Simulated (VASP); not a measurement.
**Sb: single point with r2SCANh**

Sb:

```
Sb
1.0
    -1.87134    1.87134    1.87134
     1.87134   -1.87134    1.87134
     1.87134    1.87134   -1.87134
Sb
1
Direct
  0.00000 0.00000 0.00000
```

| Item | Value |
| --- | --- |
| Program | VASP 6.6.1 |
| Task | single point |
| Functional | r2SCANh |
| Potentials or basis | VASP PAW PBE potentials, release 64 (Sb) |
| Cutoff | 520 eV |
| k mesh | 5 × 5 × 5 |
| Occupations | fermi-dirac, width 0.05 eV |
| Spin | no spin polarisation |
| Dipole correction | no |
| Grid for exact exchange (PRECFOCK) | Normal |
| Further INCAR settings | ALGO = Normal; EDIFF = 1e-06; NBANDS = 8 |

```yaml
Pressure: 0.7 GPa
```

Levels at points of the mesh, in eV from the Fermi level:
| k point | band 1 | band 2 | band 3 | band 4 | band 5 |
| --- | --- | --- | --- | --- | --- |
| (0.00, 0.00, 0.00) | -14.41 | 6.38 | 6.38 | 6.38 | 11.39 |

Wall time 2.5 min on 1 thread of AMD EPYC 9R45 (Zen 5), with other jobs on the host, peak memory 0.12 GiB.

Caveat: the k points lie up to 0.47 Å⁻¹ apart; the PAW data sets were made with another functional, which shifts forces and pressure a little; spin-orbit coupling is left out, which moves the levels of the heavy elements.
